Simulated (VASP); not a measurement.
# SrTiO3 in VASP: a series of runs, part 3 of 3

VASP 6.6.1. The steps go on from the part before.

## (4) Single point, PBEsol

This run uses another cell than the first one, of 12.42 Å³/atom, 1.054 times its volume.

INCAR

```
SYSTEM = SrTiO3
ALGO     = Normal         ! electronic algorithm
EDIFF    = 1E-7           ! SCF threshold, eV
ENCUT    = 520            ! plane-wave cutoff, eV
GGA      = PS             ! functional
ISIF     = 2              ! what is computed and relaxed
ISMEAR   = 0              ! smearing method
LASPH    = .TRUE.         ! aspherical terms in the spheres
LCHARG   = .FALSE.        ! write CHGCAR
LREAL    = .FALSE.        ! projectors in reciprocal space
LWAVE    = .FALSE.        ! write WAVECAR
NBANDS   = 28             ! bands
NELM     = 60             ! most SCF steps
PREC     = Accurate       ! precision mode
SIGMA    = 0.05           ! smearing width, eV
```

KPOINTS

```
k-points
0
G
  8 8 8
  0 0 0
```

POSCAR

```
SrTiO3
1.0
    3.9952814271      0.0000000000      0.0000000000
    0.0000000000      3.9952814271      0.0000000000
    0.0000000000      0.0000000000      3.8913815400
Sr Ti O
1 1 3
Direct
    0.0000000000      0.0000000000      0.0000000000
    0.5000000000      0.5000000000      0.5000000000
    0.0000000000      0.5000000000      0.5000000000
    0.5000000000      0.0000000000      0.5000000000
    0.5000000000      0.5000000000      0.0000000000
```

Potentials or basis: VASP PAW PBE potentials, release 64 (Sr_sv, Ti_sv, O).

The run is started by

```bash
cat potpaw_PBE.64/Sr_sv/POTCAR potpaw_PBE.64/Ti_sv/POTCAR potpaw_PBE.64/O/POTCAR > POTCAR
mpirun -np 1 vasp_std > vasp.out
```

OUTCAR:

```text
SYSTEM = SrTiO3
   EDIFF = 1E-7
   ENCUT = 520
   GGA = PS
   ISIF = 2
   ISMEAR = 0
   LASPH = .TRUE.
   LREAL = .FALSE.
   NELM = 60
   PREC = Accurate

 ion  position               nearest neighbor table
   1  0.000  0.000  0.000-   3 2.79   4 2.79   3 2.79   4 2.79   3 2.79   3 2.79   4 2.79   4 2.79
                             5 2.83   5 2.83   5 2.83   5 2.83   2 3.43   2 3.43   2 3.43   2 3.43
   2  0.500  0.500  0.500-   5 1.95   5 1.95   3 2.00   4 2.00   4 2.00   3 2.00   1 3.43   1 3.43
                             1 3.43   1 3.43   1 3.43   1 3.43   1 3.43   1 3.43
   3  0.000  0.500  0.500-   2 2.00   2 2.00   1 2.79   1 2.79   1 2.79   1 2.79
   4  0.500  0.000  0.500-   2 2.00   2 2.00   1 2.79   1 2.79   1 2.79   1 2.79
   5  0.500  0.500  0.000-   2 1.95   2 1.95   1 2.83   1 2.83   1 2.83   1 2.83

  LATTYP: Found a simple tetragonal cell.
 ALAT       =     3.9952814271
 C/A-ratio  =     0.9739943508

  Lattice vectors:

 A1 = (   3.9952814271,   0.0000000000,   0.0000000000)
 A2 = (   0.0000000000,   3.9952814271,   0.0000000000)
 A3 = (   0.0000000000,   0.0000000000,   3.8913815400)

Analysis of symmetry for initial positions (statically):
=====================================================================
 Subroutine PRICEL returns:
[... 176 lines left out ...]
  energy without entropy =      -41.92250379  energy(sigma->0) =      -41.92250379

 E-fermi :   4.0921     XC(G=0): -11.3159

 val. band max:        3.7004700138   @ k =   0.5000   0.5000   0.5000
 cond. band min:       5.3850227042   @ k =   0.0000   0.0000   0.0000
 fundamental gap:      1.6845526904
 Fermi energy:         4.0920639340

 k-point     1 :       0.0000    0.0000    0.0000
  band No.  band energies     occupation
      1     -52.6839      2.00000
      2     -29.0885      2.00000
      3     -29.0318      2.00000
      4     -29.0128      2.00000
      5     -29.0128      2.00000
      6     -13.5339      2.00000
[... 733 lines left out ...]
     27      11.1206      0.00000
     28      12.0207      0.00000

 [... further k-points ...]
[... 5 lines left out ...]
  --------------------------------------------------------------------------------------
  -------------------------------------------------------------------------------------
  Total       -3.7983876     -3.7983876     -1.7085393      0.0000000      0.0000000      0.0000000
  in kB      -97.9741015    -97.9741015    -44.0693841      0.0000000      0.0000000      0.0000000
  external PRESSURE =     -80.0058623 kB  Pullay stress =       0.0000000 kB

 VOLUME and BASIS-vectors are now :
 -----------------------------------------------------------------------------
  energy-cutoff  :      520.00
  volume of cell :       62.12
      direct lattice vectors                 reciprocal lattice vectors
     3.995281427  0.000000000  0.000000000     0.250295259  0.000000000  0.000000000
     0.000000000  3.995281427  0.000000000     0.000000000  0.250295259  0.000000000
     0.000000000  0.000000000  3.891381540     0.000000000  0.000000000  0.256978143

 POSITION                                       TOTAL-FORCE (eV/Angst)
 -----------------------------------------------------------------------------------
      0.00000      0.00000      0.00000         0.000000      0.000000      0.000000
      1.99764      1.99764      1.94569         0.000000      0.000000      0.000000
      0.00000      1.99764      1.94569         0.000000      0.000000      0.000000
      1.99764      0.00000      1.94569         0.000000      0.000000      0.000000
      1.99764      1.99764      0.00000         0.000000      0.000000      0.000000
 -----------------------------------------------------------------------------------
    total drift:                                0.000000      0.000000     -0.000000

  FREE ENERGIE OF THE ION-ELECTRON SYSTEM (eV)
  ---------------------------------------------------
  free  energy   TOTEN  =       -41.9225037914 eV

  energy  without entropy=      -41.9225037914  energy(sigma->0) =      -41.92250379
```

OSZICAR:

```text
N       E                     dE             d eps       ncg     rms          rms(c)
DAV:   1     0.420294348461E+03    0.42029E+03   -0.21260E+04  4200   0.158E+03
DAV:   2    -0.510493462323E+01   -0.42540E+03   -0.40505E+03  4748   0.432E+02
DAV:   3    -0.494856942632E+02   -0.44381E+02   -0.44038E+02  5788   0.134E+02
DAV:   4    -0.516901419192E+02   -0.22044E+01   -0.21996E+01  6432   0.257E+01
DAV:   5    -0.517488065231E+02   -0.58665E-01   -0.58653E-01  5792   0.343E+00    0.254E+01
DAV:   6    -0.421035573655E+02    0.96452E+01   -0.51185E+01  6028   0.619E+01    0.142E+01
DAV:   7    -0.420528846461E+02    0.50673E-01   -0.80753E+00  5600   0.209E+01    0.105E+01
DAV:   8    -0.420117626590E+02    0.41122E-01   -0.16887E+00  5132   0.131E+01    0.306E+00
DAV:   9    -0.419382924472E+02    0.73470E-01   -0.37250E-01  5376   0.548E+00    0.127E+00
DAV:  10    -0.419296980878E+02    0.85944E-02   -0.10694E-01  5244   0.225E+00    0.781E-01
DAV:  11    -0.419225537484E+02    0.71443E-02   -0.27686E-02  6596   0.158E+00    0.160E-01
DAV:  12    -0.419225313343E+02    0.22414E-04   -0.16492E-03  5056   0.398E-01    0.127E-01
DAV:  13    -0.419225110377E+02    0.20297E-04   -0.31472E-04  6416   0.133E-01    0.551E-02
DAV:  14    -0.419225072604E+02    0.37773E-05   -0.16741E-04  4884   0.735E-02    0.240E-02
DAV:  15    -0.419225043773E+02    0.28831E-05   -0.11112E-05  5620   0.250E-02    0.152E-02
DAV:  16    -0.419225037617E+02    0.61562E-06   -0.64713E-06  6276   0.182E-02    0.112E-02
DAV:  17    -0.419225038032E+02   -0.41465E-07   -0.20902E-06  4752   0.138E-02    0.110E-03
DAV:  18    -0.419225037914E+02    0.11749E-07   -0.11204E-07  3824   0.294E-03
   1 F= -.41922504E+02 E0= -.41922504E+02  d E =-.260780E-30
```

stdout:

```text
POSCAR found type information on POSCAR SrTiO
 POSCAR found :  3 types and       5 ions
 scaLAPACK will be used
 -----------------------------------------------------------------------------
|                                                                             |
|                                                                             |
|     You enforced a specific xc type in the INCAR file but a different       |
|     I HOPE YOU KNOW WHAT YOU ARE DOING!                                     |
|                                                                             |
 -----------------------------------------------------------------------------

 LDA part: xc-table for (Slater+PW92), standard interpolation
 POSCAR, INCAR and KPOINTS ok, starting setup
 FFT: planning ... GRIDC
 FFT: planning ... GRID_SOFT
 FFT: planning ... GRID
 WAVECAR not read
 entering main loop
```

Run time: 5.4 min. Hardware: 1 thread of Intel Xeon Platinum 8259CL at 2.50GHz (Skylake/Cascade Lake), shared host; peak memory 0.26 GiB.

Results:

```yaml
Free_energy: -41.9225 eV
Pressure: -8.0 GPa
Band_gap_on_the_k_mesh: 1.68 eV, indirect (least direct gap 2.07 eV)
```

Levels at points of the mesh, in eV from the valence-band top:
```tsv
k point	band 17	band 18	band 19	band 20	band 21	band 22	band 23	band 24
(0.00, 0.00, 0.00)	-1.07	-0.40	-0.40	-0.38	1.68	1.73	1.73	3.93
(0.50, 0.00, 0.00)	-2.18	-1.91	-0.75	-0.74	1.88	3.47	3.48	4.08
(0.50, 0.50, 0.00)	-1.77	-1.66	-1.66	-0.16	3.48	3.48	3.90	5.12
(0.00, 0.00, 0.50)	-2.42	-1.92	-0.78	-0.78	1.86	3.71	3.71	3.94
(0.50, 0.00, 0.50)	-1.79	-1.52	-1.52	-0.09	3.48	3.72	4.05	4.84
(0.50, 0.50, 0.50)	-3.54	-0.05	0.00	0.00	4.10	4.25	4.25	6.61
```

Caveat: the PAW data sets were made with another functional, which shifts forces and pressure a little.

## (5) Single point, PBEsol

This run uses another cell than the first one, of 12.42 Å³/atom, 1.054 times its volume.

INCAR

```
PREC = Accurate ; ENCUT = 520
EDIFF = 1E-6 ; ISMEAR = 0
SIGMA = 0.05 ; LREAL = False
LASPH = True ; NELM = 60
ALGO = Normal ; ISIF = 2
LWAVE = False ; LCHARG = True
GGA = PS ; LELF = True
LVHAR = True ; NBANDS = 28
```

KPOINTS

```
regular mesh
0
Gamma
  8 8 8
```

POSCAR is that of step 4.

Potentials or basis: VASP PAW PBE potentials, release 64 (Sr_sv, Ti_sv, O).

The run is started by

```bash
cat potpaw_PBE.64/Sr_sv/POTCAR potpaw_PBE.64/Ti_sv/POTCAR potpaw_PBE.64/O/POTCAR > POTCAR
mpirun -np 1 vasp_std > vasp.out
```

OUTCAR:

```text
PREC = Accurate
   ENCUT = 520
   EDIFF = 1E-6
   ISMEAR = 0
   LREAL = False
   LASPH = True
   NELM = 60
   ISIF = 2
   GGA = PS

 ion  position               nearest neighbor table
   1  0.000  0.000  0.000-   3 2.79   4 2.79   3 2.79   4 2.79   3 2.79   3 2.79   4 2.79   4 2.79
                             5 2.83   5 2.83   5 2.83   5 2.83   2 3.43   2 3.43   2 3.43   2 3.43
   2  0.500  0.500  0.500-   5 1.95   5 1.95   3 2.00   4 2.00   4 2.00   3 2.00   1 3.43   1 3.43
                             1 3.43   1 3.43   1 3.43   1 3.43   1 3.43   1 3.43
   3  0.000  0.500  0.500-   2 2.00   2 2.00   1 2.79   1 2.79   1 2.79   1 2.79
   4  0.500  0.000  0.500-   2 2.00   2 2.00   1 2.79   1 2.79   1 2.79   1 2.79
[... 952 lines left out ...]
  Total       -3.7735057     -3.7735057     -1.6839223      0.0000000      0.0000000      0.0000000
  in kB      -97.3323095    -97.3323095    -43.4344247      0.0000000      0.0000000      0.0000000
  external PRESSURE =     -79.3663479 kB  Pullay stress =       0.0000000 kB

 VOLUME and BASIS-vectors are now :
 -----------------------------------------------------------------------------
  energy-cutoff  :      520.00
  volume of cell :       62.12
      direct lattice vectors                 reciprocal lattice vectors
     3.995281427  0.000000000  0.000000000     0.250295259  0.000000000  0.000000000
     0.000000000  3.995281427  0.000000000     0.000000000  0.250295259  0.000000000
     0.000000000  0.000000000  3.891381540     0.000000000  0.000000000  0.256978143

 POSITION                                       TOTAL-FORCE (eV/Angst)
 -----------------------------------------------------------------------------------
      0.00000      0.00000      0.00000         0.000000      0.000000      0.000000
      1.99764      1.99764      1.94569         0.000000      0.000000      0.000000
      0.00000      1.99764      1.94569         0.000000      0.000000      0.000000
      1.99764      0.00000      1.94569         0.000000      0.000000      0.000000
      1.99764      1.99764      0.00000         0.000000      0.000000      0.000000
 -----------------------------------------------------------------------------------
    total drift:                                0.000000      0.000000     -0.000000

  FREE ENERGIE OF THE ION-ELECTRON SYSTEM (eV)
  ---------------------------------------------------
  free  energy   TOTEN  =       -41.9225037250 eV

  energy  without entropy=      -41.9225037250  energy(sigma->0) =      -41.92250373
```

Run time: 4.3 min. Hardware: 1 thread of Intel Xeon Platinum 8259CL at 2.50GHz (Skylake/Cascade Lake), shared host; peak memory 0.26 GiB.

What came out:

| Property | Result |
| --- | --- |
| Free energy | -41.9225 eV |
| Pressure | -7.9 GPa |
| Band gap on the k mesh | 1.68 eV, indirect (least direct gap 2.07 eV) |

Stress tensor (GPa, compression positive):
```
-9.73  0.00  0.00
 0.00 -9.73  0.00
 0.00  0.00 -4.34
```

Caveat: the PAW data sets were made with another functional, which shifts forces and pressure a little.

## (6) Single point, PBEsol

This run uses another cell than the first one, of 12.75 Å³/atom, 1.082 times its volume.

INCAR

```
SYSTEM = SrTiO3
ALGO     = Normal         ! electronic algorithm
EDIFF    = 1E-6           ! SCF threshold, eV
ENCUT    = 520            ! plane-wave cutoff, eV
GGA      = PS             ! functional
ISIF     = 2              ! what is computed and relaxed
ISMEAR   = 0              ! smearing method
LASPH    = .TRUE.         ! aspherical terms in the spheres
LCHARG   = .TRUE.         ! write CHGCAR
LELF     = .TRUE.         ! ELF
LREAL    = .FALSE.        ! projectors in reciprocal space
LVHAR    = .TRUE.       
LWAVE    = .FALSE.        ! write WAVECAR
NBANDS   = 28             ! bands
NELM     = 100            ! most SCF steps
PREC     = Accurate       ! precision mode
SIGMA    = 0.05           ! smearing width, eV
```

KPOINTS

```
k-points
0
G
  8 8 8
  0 0 0
```

POSCAR

```
SrTiO3
1.0
    4.0470368016      0.0000000000      0.0000000000
    0.0000000000      4.0470368016      0.0000000000
    0.0000000000      0.0000000000      3.8913815400
Sr Ti O
1 1 3
Direct
    0.0048145112      0.0000000000      0.0000000000
    0.5118852015      0.5000000000      0.5000000000
   -0.0194219610      0.5000000000      0.5000000000
    0.4787479076      0.0000000000      0.5000000000
    0.4787479076      0.5000000000      0.0000000000
```

Potentials or basis: VASP PAW PBE potentials, release 64 (Sr_sv, Ti_sv, O).

The run is started by

```bash
cat potpaw_PBE.64/Sr_sv/POTCAR potpaw_PBE.64/Ti_sv/POTCAR potpaw_PBE.64/O/POTCAR > POTCAR
mpirun -np 1 vasp_std > vasp.out
```

It took 2.6 min on 1 thread of Intel Xeon Platinum 8375C at 2.90GHz (Ice Lake), shared host; peak memory 0.33 GiB.

It converged, with:

- Free energy: -41.8339 eV
- Pressure: -10.6 GPa
- Largest force: 0.448 eV/Å
- Band gap on the k mesh: 1.73 eV, indirect (least direct gap 2.28 eV)

Forces in eV/Å, atoms in the order of the input:
```
Sr   0.126  0.000  0.000
Ti   0.203  0.000  0.000
O   -0.448  0.000  0.000
O    0.119  0.000  0.000
O    0.000  0.000  0.000
```

Stress tensor (GPa, compression positive):
```
-11.65   0.00   0.00
  0.00 -13.61   0.00
  0.00   0.00  -6.59
```

Levels at points of the mesh, in eV from the valence-band top:
```
           k point  band 16  band 17  band 18  band 19  band 20  band 21  band 22  band 23  band 24  band 25
(0.00, 0.00, 0.00)    -1.19    -1.18    -0.61    -0.56    -0.55     1.73     1.94     2.05     3.88     4.14
(0.50, 0.00, 0.00)    -2.28    -2.18    -1.89    -0.74    -0.72     1.86     3.44     3.48     3.99     5.95
(0.00, 0.50, 0.00)    -2.10    -2.05    -1.90    -1.06    -0.88     2.15     3.32     3.35     4.10     5.76
(0.50, 0.50, 0.00)    -2.48    -1.75    -1.69    -1.68    -0.25     3.34     3.48     3.75     5.06     7.26
(0.00, 0.00, 0.50)    -2.49    -2.29    -1.92    -1.05    -0.92     2.09     3.65     3.69     3.89     5.88
(0.50, 0.00, 0.50)    -2.83    -1.77    -1.48    -1.46    -0.16     3.45     3.67     3.96     4.66     7.47
(0.00, 0.50, 0.50)    -2.66    -1.83    -1.60    -1.59    -0.09     3.36     3.69     3.96     4.56     7.44
(0.50, 0.50, 0.50)    -3.69    -3.45    -0.16    -0.09     0.00     3.94     4.11     4.13     6.41     6.49
```

Caveat: the PAW data sets were made with another functional, which shifts forces and pressure a little. A k mesh can miss the band edges.

## (7) Summary

| cell | gap on the mesh (eV) | pressure (GPa) | largest force (eV/Å) |
| --- | --- | --- | --- |
| a = 3.891 Å, 5 atoms | 1.87 | 1.7 | 0.42 |
| a = 3.943, b = 3.943, c = 3.891 Å, 5 atoms | 1.75 | -4.0 | - |
| a = 3.995, b = 3.995, c = 3.891 Å, 5 atoms | 1.68 | -7.9 | - |
| a = 4.047, b = 4.047, c = 3.891 Å, 5 atoms | 1.73 | -10.6 | 0.45 |

Alike in all rows: task single point; level PBEsol; potentials or basis VASP PAW PBE potentials, release 64 (Sr_sv, Ti_sv, O); no spin polarisation; k mesh 8 × 8 × 8; cutoff (eV) 520; smearing gaussian 0.05 eV.

Caveats: the PAW data sets were made with another functional, which shifts forces and pressure a little.

Absolute energies hang on the potentials; compare differences alone.
